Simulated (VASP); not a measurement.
Write the native input for VASP 6.6.1 that does the following.

| Property | Result |
| --- | --- |
| Task | single point |
| Functional | r2SCAN |
| Potentials or basis | VASP PAW PBE potentials, release 64 (Ir) |
| Cutoff | 520 eV |
| k mesh | 12 × 12 × 12 |
| Occupations | fermi-dirac, width 0.05 eV |
| Spin | no spin polarisation |
| Dipole correction | no |
| Further INCAR settings | ALGO = Normal; EDIFF = 1e-07; NBANDS = 10 |

The system is Ir.

```xyz
1
Lattice="0.0000 1.9532 1.9532 1.9532 0.0000 1.9532 1.9532 1.9532 0.0000" Properties=species:S:1:pos:R:3 pbc="T T T"
Ir    0.0000    0.0000    0.0000
```

The input as run:

POSCAR

```
Ir
1.0
    0.0000000000      1.9531703226      1.9531703226
    1.9531703226      0.0000000000      1.9531703226
    1.9531703226      1.9531703226      0.0000000000
Ir
1
Direct
    0.0000000000      0.0000000000      0.0000000000
```

INCAR.step1

```
SYSTEM = Ir
ALGO = Normal
EDIFF = 1E-4
ENCUT = 520
GGA = PE
ISMEAR = -1
LASPH = .True.
LCHARG = .False.
LREAL = .False.
LWAVE = .True.
NBANDS = 10
NELM = 80
PREC = Accurate
SIGMA = 0.05
```

INCAR.step2

```
SYSTEM = Ir
ALGO = Normal
EDIFF = 1E-7
ENCUT = 520
ISIF = 2
ISMEAR = -1
ISTART = 1
LASPH = .True.
LCHARG = .False.
LMIXTAU = .True.
LREAL = .False.
LWAVE = .False.
METAGGA = R2SCAN
NBANDS = 10
NELM = 80
PREC = Accurate
SIGMA = 0.05
```

KPOINTS

```
k-points
0
Gamma
  12 12 12
  0 0 0
```

Potentials or basis: VASP PAW PBE potentials, release 64 (Ir).

Command:

```console
$ cat potpaw_PBE.64/Ir/POTCAR > POTCAR
$ cp INCAR.step1 INCAR
$ mpirun -np 1 vasp_std > vasp.out
$ cp INCAR.step2 INCAR
$ mpirun -np 1 vasp_std > vasp.out
```

It gave:

```yaml
Pressure: -14.5 GPa
```

Caveat: the PAW data sets were made with another functional, which shifts forces and pressure a little.

It took 24 s on 1 thread of Intel(R) Xeon(R) Platinum 8559C (Emerald Rapids) (shared host), peak memory 0.15 GiB.
